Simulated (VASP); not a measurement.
# Ge (Fd-3m) in VASP: further runs

Runs on Ge. Level: r2SCAN. Tasks: single point, relaxation of cell and atoms.

Everything below comes from runs of VASP 6.6.1. Logs are shortened: lines on timing, memory, paths and dates and some standing lists are left out, and cuts for length are marked.

**The experiment to reproduce.**

“Electronic and optical properties of SixGe1-x-ySny alloys lattice-matched to Ge”, 2021, arxiv:2109.02782 reports, for a bulk crystal of Ge at 300 K: band gap 0.807 eV (direct).

How close the calculation comes is told below.

## Step 1: The cell of the first run

The structure is cubic, space group Fd-3m (No. 227). Conventional cell: a = 5.672 Å, b = 5.672 Å, c = 5.672 Å, α = 90.00°, β = 90.00°, γ = 90.00°. Ge (site symmetry -43m) has 4 Ge at 2.46 Å within 3.2 Å.

## Step 2: Single point, r2SCAN

File POSCAR:

```
Ge
1.0
    0.0000000000      2.8358817852      2.8358817852
    2.8358817852      0.0000000000      2.8358817852
    2.8358817852      2.8358817852      0.0000000000
Ge
2
Direct
    0.0000000000      0.0000000000      0.0000000000
    0.2500000000      0.2500000000      0.2500000000
```

File INCAR.step1:

```
SYSTEM = Ge
ALGO     = Normal         ! electronic algorithm
EDIFF    = 1E-4           ! SCF threshold, eV
ENCUT    = 520            ! plane-wave cutoff, eV
GGA      = PE             ! functional
ISMEAR   = 0              ! smearing method
LASPH    = .True.         ! aspherical terms in the spheres
LCHARG   = .False.        ! write CHGCAR
LREAL    = .False.        ! projectors in reciprocal space
LWAVE    = .True.         ! write WAVECAR
NBANDS   = 21             ! bands
NELM     = 100            ! most SCF steps
PREC     = Accurate       ! precision mode
SIGMA    = 0.02           ! smearing width, eV
```

File INCAR.step2:

```
SYSTEM = Ge
ALGO     = Normal         ! electronic algorithm
EDIFF    = 1E-6           ! SCF threshold, eV
ENCUT    = 520            ! plane-wave cutoff, eV
ISIF     = 2              ! what is computed and relaxed
ISMEAR   = 0              ! smearing method
ISTART   = 1            
LASPH    = .True.         ! aspherical terms in the spheres
LCHARG   = .True.         ! write CHGCAR
LELF     = .True.         ! ELF
LMIXTAU  = .True.       
LREAL    = .False.        ! projectors in reciprocal space
LVHAR    = .True.       
LWAVE    = .False.        ! write WAVECAR
METAGGA  = R2SCAN         ! meta-GGA
NBANDS   = 21             ! bands
NELM     = 100            ! most SCF steps
PREC     = Accurate       ! precision mode
SIGMA    = 0.02           ! smearing width, eV
```

File KPOINTS:

```
k-points
0
Gamma
  6 6 6
  0 0 0
```

Potentials or basis: VASP PAW PBE potentials, release 64 (Ge_d).

Run with:

```bash
> cat potpaw_PBE.64/Ge_d/POTCAR > POTCAR
> cp INCAR.step1 INCAR
> mpirun -np 1 vasp_std > vasp.out
> cp INCAR.step2 INCAR
> mpirun -np 1 vasp_std > vasp.out
```

OUTCAR:

```text
SYSTEM = Ge
   EDIFF = 1E-6
   ENCUT = 520
   ISIF = 2
   ISMEAR = 0
   ISTART = 1
   LASPH = .True.
   LREAL = .False.
   METAGGA = R2SCAN
   NELM = 100
   PREC = Accurate

 ion  position               nearest neighbor table
   1  0.000  0.000  0.000-   2 2.46   2 2.46   2 2.46   2 2.46
   2  0.250  0.250  0.250-   1 2.46   1 2.46   1 2.46   1 2.46

  LATTYP: Found a face centered cubic cell.
 ALAT       =     5.6717635704

  Lattice vectors:

 A1 = (   0.0000000000,   2.8358817852,   2.8358817852)
 A2 = (   2.8358817852,   0.0000000000,   2.8358817852)
 A3 = (   2.8358817852,   2.8358817852,   0.0000000000)

Analysis of symmetry for initial positions (statically):
=====================================================================
 Subroutine PRICEL returns:
 Original cell was already a primitive cell.

 Routine SETGRP: Setting up the symmetry group for a
 face centered cubic supercell.

 Subroutine GETGRP returns: Found 48 space group operations
 (whereof 24 operations were pure point group operations)
 out of a pool of 48 trial point group operations.

The static configuration has the point symmetry T_d .
 The point group associated with its full space group is O_h .

Analysis of symmetry for dynamics (positions and initial velocities):
=====================================================================
 Subroutine PRICEL returns:
 Original cell was already a primitive cell.

 Routine SETGRP: Setting up the symmetry group for a
 face centered cubic supercell.

 Subroutine GETGRP returns: Found 48 space group operations
 (whereof 24 operations were pure point group operations)
 out of a pool of 48 trial point group operations.

The dynamic configuration has the point symmetry T_d .
 The point group associated with its full space group is O_h .

 Subroutine INISYM returns: Found 48 space group operations
 (whereof 24 operations are pure point group operations),
 and found     1 'primitive' translations

----------------------------------------------------------------------------------------

                                     Primitive cell

  volume of cell :      45.6136

  direct lattice vectors                    reciprocal lattice vectors
     0.000000000  2.835881785  2.835881785    -0.176312004  0.176312004  0.176312004
     2.835881785  0.000000000  2.835881785     0.176312004 -0.176312004  0.176312004
     2.835881785  2.835881785  0.000000000     0.176312004  0.176312004 -0.176312004

  length of vectors
     4.010542482  4.010542482  4.010542482     0.305381349  0.305381349  0.305381349

  position of ions in fractional coordinates (direct lattice)
     0.000000000  0.000000000  0.000000000
     0.250000000  0.250000000  0.250000000

  ion indices of the primitive-cell ions
   primitive index   ion index
                 1           1
                 2           2

----------------------------------------------------------------------------------------

 KPOINTS: k-points

Automatic generation of k-mesh.
 Grid dimensions read from file:
 generate k-points for:    6    6    6

 Generating k-lattice:

  Cartesian coordinates                     Fractional coordinates (reciprocal lattice)
    -0.029385334  0.029385334  0.029385334     0.166666667  0.000000000  0.000000000
     0.029385334 -0.029385334  0.029385334     0.000000000  0.166666667  0.000000000
     0.029385334  0.029385334 -0.029385334     0.000000000  0.000000000  0.166666667

  Length of vectors
     0.050896891  0.050896891  0.050896891

  Shift w.r.t. Gamma in fractional coordinates (k-lattice)
     0.000000000  0.000000000  0.000000000

 Subroutine IBZKPT returns following result:
 ===========================================

 Found     16 irreducible k-points:

 Following reciprocal coordinates:
            Coordinates               Weight
  0.000000  0.000000  0.000000      1.000000
  0.166667  0.000000  0.000000      8.000000
  0.333333  0.000000  0.000000      8.000000
  0.500000  0.000000  0.000000      4.000000
  0.166667  0.166667  0.000000      6.000000
  0.333333  0.166667  0.000000     24.000000
[... 8 lines left out ...]
 -0.333333  0.333333  0.166667     24.000000
 -0.333333  0.500000  0.166667     12.000000
   k-points           NKPTS =     16   k-points in BZ     NKDIM =     16   number of bands    NBANDS=     21
   number of dos      NEDOS =    301   number of ions     NIONS =      2
   total plane-waves  NPLWV =  27000
   dimension x,y,z NGX =    30 NGY =   30 NGZ =   30
   dimension x,y,z NGXF=    60 NGYF=   60 NGZF=   60
   ions per type =               2
   NGX,Y,Z   is equivalent  to a cutoff of  12.44, 12.44, 12.44 a.u.
   NGXF,Y,Z  is equivalent  to a cutoff of  24.87, 24.87, 24.87 a.u.
 SYSTEM =  Ge
   PREC   = accura    normal or accurate (medium, high low for compatibility)
   ISTART =      1    job   : 0-new  1-cont  2-samecut
   ICHARG =      0    charge: 1-file 2-atom 10-const
   ISPIN  =      1    spin polarized calculation?
   LNONCOLLINEAR =      F non collinear calculations
   LSORBIT =      F    spin-orbit coupling
   LASPH  =      T    aspherical Exc in radial PAW
   ENCUT  =  520.0 eV  38.22 Ry    6.18 a.u.   7.46  7.46  7.46*2*pi/ulx,y,z
   NELM   =    100;   NELMIN=  2; NELMDL=  0     # of ELM steps
   EDIFF  = 0.1E-05   stopping-criterion for ELM
   LREAL  =      F    real-space projection
   EDIFFG = 0.1E-04   stopping-criterion for IOM
   NSW    =      0    number of steps for IOM
   IBRION =     -1    ionic relax: 0-MD 1-quasi-New 2-CG
   NFREE  =      0    steps in history (QN), initial steepest desc. (CG)
   ISIF   =      2    stress and relaxation
   ISYM   =      2    0-nonsym 1-usesym 2-fastsym
   POTIM  = 0.5000    time-step for ionic-motion
   TEBEG  =    0.0;   TEEND  =   0.0 temperature during run
   PSTRESS=    0.0 pullay stress
   NELECT =      28.0000    total number of electrons
   NUPDOWN=      -1.0000    fix difference up-down
   EMIN   =  10.00;   EMAX   =-10.00  energy-range for DOS
   EFERMI =   0.00;   METHOD = LEGACY
   ISMEAR =     0;   SIGMA  =   0.02  broadening in eV -4-tet -1-fermi 0-gaus
   EFERMI_NEDOS =   21; number of points for ismear=-14 and -15
   IALGO  =     38    algorithm
   IMIX   =      4    mixing-type and parameters
     AMIX     =   0.40;   BMIX     =  1.00
     AMIX_MAG =   1.60;   BMIX_MAG =  1.00
  volume/ion in A,a.u.               =      22.81       153.91
  Fermi-wavevector in a.u.,A,eV,Ry     =   1.391328  2.629228 26.338054  1.935792
  Thomas-Fermi vector in A             =   2.515177
   LORBIT       =      0    0 simple, 1 ext, 2 COOP (PROOUT), +10 PAW based schemes
   METAGGA = R2SCAN    functional components
   LHFCALC =     F    Hartree Fock is set to
   AEXX    =    0.0000 exact exchange contribution
   IVDW    =     0    specifies the selected vdW correction
   LEPSILON=     F    determine dielectric tensor
   LRPA    =     F    only Hartree local field effects (RPA)
 non-spin polarized calculation
 Gauss-broadening in eV      SIGMA  =   0.02
  energy-cutoff  :      520.00
  volume of cell :       45.61
 maximum number of plane-waves:      1243
 NGX is ok and might be reduce to    30
   NGX = 15   NGY = 15   NGZ = 15

 number of electron      28.0000016 magnetization

 Free energy of the ion-electron system (eV)
  ---------------------------------------------------
  ext. energy  EPLUGINS =         0.00000000
  ---------------------------------------------------
  free energy    TOTEN  =       -27.70516615 eV

  energy without entropy =      -27.70516615  energy(sigma->0) =      -27.70516615

 E-fermi :   4.8181     XC(G=0): -10.7760

 val. band max:        4.7361294324   @ k =   0.0000   0.0000   0.0000
 cond. band min:       5.0703467571   @ k =   0.0000   0.0000   0.0000
 fundamental gap:      0.3342173247
 Fermi energy:         4.8181285930

 k-point     1 :       0.0000    0.0000    0.0000
  band No.  band energies     occupation
      1     -20.7475      2.00000
      2     -20.7475      2.00000
      3     -20.7475      2.00000
      4     -20.7089      2.00000
      5     -20.7089      2.00000
      6     -20.4953      2.00000
[... 13 lines left out ...]
     20      14.6481      0.00000
     21      14.6481      0.00000

 k-point     2 :       0.1667    0.0000    0.0000
  band No.  band energies     occupation
      1     -20.7596      2.00000
      2     -20.7596      2.00000
      3     -20.7432      2.00000
      4     -20.6909      2.00000
      5     -20.6909      2.00000
      6     -20.5102      2.00000
[... 13 lines left out ...]
     20      13.5448      0.00000
     21      13.5448      0.00000

 k-point     3 :       0.3333    0.0000    0.0000
  band No.  band energies     occupation
      1     -20.7700      2.00000
      2     -20.7700      2.00000
      3     -20.7343      2.00000
      4     -20.6712      2.00000
      5     -20.6712      2.00000
      6     -20.5234      2.00000
[... 13 lines left out ...]
     20      14.1983      0.00000
     21      14.1983      0.00000

 k-point     4 :       0.5000    0.0000    0.0000
  band No.  band energies     occupation
      1     -20.7725      2.00000
      2     -20.7724      2.00000
      3     -20.7297      2.00000
      4     -20.6657      2.00000
      5     -20.6657      2.00000
      6     -20.5259      2.00000
[... 13 lines left out ...]
     20      16.5366      0.00000
     21      16.5737      0.00000

 k-point     5 :       0.1667    0.1667    0.0000
  band No.  band energies     occupation
      1     -20.7572      2.00000
      2     -20.7572      2.00000
      3     -20.7567      2.00000
      4     -20.6925      2.00000
      5     -20.6705      2.00000
      6     -20.5460      2.00000
[... 13 lines left out ...]
     20      13.7456      0.00000
     21      15.1430      0.00000
[... 190 lines left out ...]
     20      17.0024      0.00000
     21      18.2059      0.00000

 k-point    14 :       0.5000    0.3333    0.1667
  band No.  band energies     occupation
      1     -20.7876      2.00000
      2     -20.7846      2.00000
      3     -20.7075      2.00000
      4     -20.6500      2.00000
      5     -20.6149      2.00000
      6     -20.5998      2.00000
[... 13 lines left out ...]
     20      15.2236      0.00000
     21      17.7991      0.00000

 k-point    15 :      -0.3333    0.3333    0.1667
  band No.  band energies     occupation
      1     -20.7980      2.00000
      2     -20.7875      2.00000
      3     -20.6850      2.00000
      4     -20.6316      2.00000
      5     -20.6083      2.00000
      6     -20.6015      2.00000
[... 13 lines left out ...]
     20      17.1693      0.00000
     21      17.2808      0.00000

 k-point    16 :      -0.3333    0.5000    0.1667
  band No.  band energies     occupation
      1     -20.7933      2.00000
      2     -20.7932      2.00000
      3     -20.6640      2.00000
      4     -20.6640      2.00000
      5     -20.5937      2.00000
      6     -20.5937      2.00000
[... 13 lines left out ...]
     20      16.3637      0.00000
     21      18.3595      0.00000

------------------------ aborting loop because EDIFF is reached ----------------------------------------

  FORCE on cell =-STRESS in cart. coord.  units (eV):
  Direction    XX          YY          ZZ          XY          YZ          ZX
  --------------------------------------------------------------------------------------
  -------------------------------------------------------------------------------------
  Total        0.0122757      0.0122757      0.0122757      0.0000000      0.0000000     -0.0000000
  in kB        0.4311828      0.4311828      0.4311828      0.0000000      0.0000000     -0.0000000
  external PRESSURE =       0.4311828 kB  Pullay stress =       0.0000000 kB

 VOLUME and BASIS-vectors are now :
 -----------------------------------------------------------------------------
  energy-cutoff  :      520.00
  volume of cell :       45.61
      direct lattice vectors                 reciprocal lattice vectors
     0.000000000  2.835881785  2.835881785    -0.176312004  0.176312004  0.176312004
     2.835881785  0.000000000  2.835881785     0.176312004 -0.176312004  0.176312004
     2.835881785  2.835881785  0.000000000     0.176312004  0.176312004 -0.176312004

 POSITION                                       TOTAL-FORCE (eV/Angst)
 -----------------------------------------------------------------------------------
      0.00000      0.00000      0.00000         0.000000      0.000000     -0.000000
      1.41794      1.41794      1.41794        -0.000000     -0.000000      0.000000
 -----------------------------------------------------------------------------------
    total drift:                                0.000000      0.000000      0.000000

  FREE ENERGIE OF THE ION-ELECTRON SYSTEM (eV)
  ---------------------------------------------------
  free  energy   TOTEN  =       -27.7051661476 eV

  energy  without entropy=      -27.7051661476  energy(sigma->0) =      -27.70516615
```

Run time: 47 s. Hardware: 1 thread of Intel Xeon Platinum 8488C (Sapphire Rapids), shared host; peak memory 0.17 GiB.

What came out:

| Quantity | Value |
| --- | --- |
| Free energy | -27.7052 eV |
| Pressure | 0.0 GPa |
| Band gap on the k mesh | 0.33 eV |

Caveat: the PAW data sets were made with another functional, which shifts forces and pressure a little.

## Step 3: Relaxation of cell and atoms, r2SCAN

This run uses another cell than the first one, of 22.64 Å³/atom.

File POSCAR:

```
Ge
1.0
    0.0000000000      2.8289100000      2.8289100000
    2.8289100000      0.0000000000      2.8289100000
    2.8289100000      2.8289100000      0.0000000000
Ge
2
Direct
    0.0000000000      0.0000000000      0.0000000000
    0.2500000000      0.2500000000      0.2500000000
```

File INCAR.step1:

```
SYSTEM = Ge
  PREC = Accurate
  ENCUT = 600
  ISMEAR = 0
  SIGMA = 0.02
  LREAL = .FALSE.
  LASPH = .TRUE.
  NELM = 80
  GGA = PE
  ALGO = Normal
  EDIFF = 1E-4
  LWAVE = .TRUE.
  LCHARG = .FALSE.
```

File INCAR.step2:

```
SYSTEM = Ge
  PREC = Accurate
  ENCUT = 600
  EDIFF = 1E-6
  ISMEAR = 0
  SIGMA = 0.02
  LREAL = .FALSE.
  LASPH = .TRUE.
  NELM = 80
  ALGO = Normal
  ISIF = 3
  LWAVE = .FALSE.
  LCHARG = .FALSE.
  METAGGA = R2SCAN
  LMIXTAU = .TRUE.
  IBRION = 2
  NSW = 60
  EDIFFG = -0.02
  ISTART = 1
```

File KPOINTS:

```
Automatic mesh
0
G
  6 6 6
  0 0 0
```

Potentials or basis: VASP PAW PBE potentials, release 64 (Ge_d).

Run with:

```bash
> cat potpaw_PBE.64/Ge_d/POTCAR > POTCAR
> cp INCAR.step1 INCAR
> mpirun -np 1 vasp_std > vasp.out
> cp INCAR.step2 INCAR
> mpirun -np 1 vasp_std > vasp.out
```

Run time: 98 s. Hardware: 1 thread of Intel Xeon Platinum 8488C (Sapphire Rapids), shared host; peak memory 0.19 GiB.

Results (log left out):

- Free energy: -27.7065 eV
- Relaxed volume: 22.83 Å³/atom
- Relaxed cell: a = 4.012 Å, b = 4.012 Å, c = 4.012 Å, α = 60.00°, β = 60.00°, γ = 60.00°
- Space group after relaxing (to 0.1 Å): Fd-3m (No. 227)
- Energy gained by relaxing: 0.4 meV/atom
- Ionic steps: 3
- Pressure after relaxing: 0.0 GPa
- Band gap on the k mesh: 0.33 eV

The path:
```csv
step,energy change (eV),largest force (eV/Å),pressure (GPa),volume (Å³)
1,0.0000,0.0000,0.68,45.28
2,-0.0005,0.0000,-0.29,45.91
3,-0.0008,0.0000,0.01,45.66
```

Final structure:
```
Ge
1.0
     0.00000    2.83681    2.83681
     2.83681    0.00000    2.83681
     2.83681    2.83681    0.00000
Ge
2
Direct
  0.00000 0.00000 0.00000
  0.25000 0.25000 0.25000
```

Levels at points of the mesh, in eV from the valence-band top:
| k point | band 11 | band 12 | band 13 | band 14 | band 15 | band 16 | band 17 | band 18 |
| --- | --- | --- | --- | --- | --- | --- | --- | --- |
| (0.00, 0.00, 0.00) | -13.24 | 0.00 | 0.00 | 0.00 | 0.33 | 2.71 | 2.71 | 2.71 |
| (0.50, 0.00, 0.00) | -11.06 | -7.83 | -1.47 | -1.47 | 0.42 | 3.99 | 3.99 | 7.64 |
| (0.50, 0.50, 0.00) | -9.18 | -9.18 | -3.20 | -3.20 | 0.98 | 0.98 | 10.03 | 10.03 |

Caveat: the PAW data sets were made with another functional, which shifts forces and pressure a little. Zero-point motion and thermal expansion aren't in these numbers.

## Step 4: How close it comes

Step 2. A measured gap of Ge is 0.807 eV (direct; 300 K; “Electronic and optical properties of SixGe1-x-ySny alloys lattice-matched to Ge”, 2021, arxiv:2109.02782); the calculated 0.33 eV misses it by -0.47 eV. 3 values of this kind are on record (0.666 to 0.807 eV); this one was drawn at random among those near their median. Spin-orbit coupling on Ge is left out. The value is that of r2SCAN on a finite k mesh, which can miss the band edges, without temperature or zero-point motion.
